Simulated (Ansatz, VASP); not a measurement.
One calculation of Pd, two programs

```
Pd
1.0
     2.79472    0.00000    0.00000
    -1.39736    2.42030    0.00000
     0.00000    0.00000    4.67115
Pd
2
Cartesian
  0.0000 1.6135 1.1678
  1.3974 0.8068 3.5034
```

Alike in both runs: task single point; functional BLYP; k mesh 14 × 14 × 8; occupations fermi-dirac, width 0.1 eV; no spin polarisation.

|  | VASP | Ansatz |
| --- | --- | --- |
| version | VASP 6.6.1 | Ansatz 0.2.0 |
| potentials or method | VASP PAW PBE potentials, release 64 (Pd), cutoff 520 eV | plane waves (420 eV) with PAW, scalar-relativistic |
| valence electrons in the cell | 20 | 36 |

Ansatz gave:

* pressure (GPa): 6.0
* traceless stress, the component that is largest in VASP (GPa): -0.48

Question: Which values does VASP return?

Answer: Pressure (GPa): 6.3; traceless stress, the component that is largest in VASP (GPa): -0.54.

VASP's potentials were made for PBE, not for BLYP. VASP's potentials hold 20 valence electrons a cell and Ansatz's 36, so a difference there can come from the potentials and not from the codes.
